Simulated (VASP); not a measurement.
# Zn: relaxation of shape and atoms at fixed volume with PBEsol

The system is Zn.

```
Zn
1.0
     2.54582    0.00000    0.00000
    -1.27291    2.20475    0.00000
     0.00000    0.00000    4.62000
Zn
2
Direct
  0.33333 0.66667 0.25000
  0.66667 0.33333 0.75000
```

```yaml
Program: VASP 6.6.1
Task: relaxation of shape and atoms at fixed volume
Functional: PBEsol
Potentials_or_basis: VASP PAW PBE potentials, release 64 (Zn)
Cutoff: 600 eV
k_mesh: 18 × 18 × 8
Occupations: gaussian, width 0.1 eV
Spin: no spin polarisation
Dipole_correction: no
Further_INCAR_settings: ALGO = Fast; EDIFF = 1e-06; IBRION = 2; EDIFFG = -0.01; NSW = 50; ISIF = 4
```

```
Energy gained by relaxing : 3.8 meV/atom
Ionic steps               : 7
Pressure after relaxing   : 8.1 GPa
Band gap on the k mesh    : zero (bands 12 and 13 overlap by 2.98 eV)
```

Step by step:
| step | energy change (eV) | largest force (eV/Å) | pressure (GPa) | volume (Å³) |
| --- | --- | --- | --- | --- |
| 1 | 0.0000 | 0.0000 | 10.42 | 25.93 |
| 2 | -0.0006 | 0.0000 | 10.23 | 25.93 |
| 3 | -0.0017 | 0.0000 | 9.66 | 25.93 |
| 4 | -0.0066 | 0.0000 | 9.39 | 25.93 |
| 5 | -0.0065 | 0.0000 | 8.50 | 25.93 |
| 6 | -0.0075 | 0.0000 | 8.92 | 25.93 |
| 7 | -0.0077 | 0.0000 | 8.14 | 25.93 |

Final structure:
```cif
data_structure
_symmetry_space_group_name_H-M 'P 1'
_symmetry_Int_Tables_number 1
_cell_length_a 2.6272
_cell_length_b 2.6272
_cell_length_c 4.3381
_cell_angle_alpha 90.000
_cell_angle_beta 90.000
_cell_angle_gamma 120.000
_cell_volume 25.93
loop_
_atom_site_label
_atom_site_type_symbol
_atom_site_fract_x
_atom_site_fract_y
_atom_site_fract_z
_atom_site_occupancy
Zn1 Zn 0.33333 0.66667 0.25000 1
Zn2 Zn 0.66667 0.33333 0.75000 1
```

Levels at points of the mesh, in eV from the Fermi level:
```tsv
k point	band 10	band 11	band 12	band 13	band 14	band 15
(0.00, 0.00, 0.00)	-7.54	-7.54	-3.99	-1.54	16.77	16.77
(0.50, 0.00, 0.00)	-7.40	-4.01	-3.08	3.63	3.74	5.71
(0.00, 0.00, 0.50)	-7.69	-7.69	-7.69	7.59	7.59	18.57
(0.50, 0.00, 0.50)	-7.43	-2.82	-2.82	-0.12	-0.12	12.57
```

Wall time 6.1 min on 1 thread of Intel Xeon 8259CL, with other jobs on the host, peak memory 0.21 GiB.

Caveat: the PAW data sets were made with another functional, which shifts forces and pressure a little.
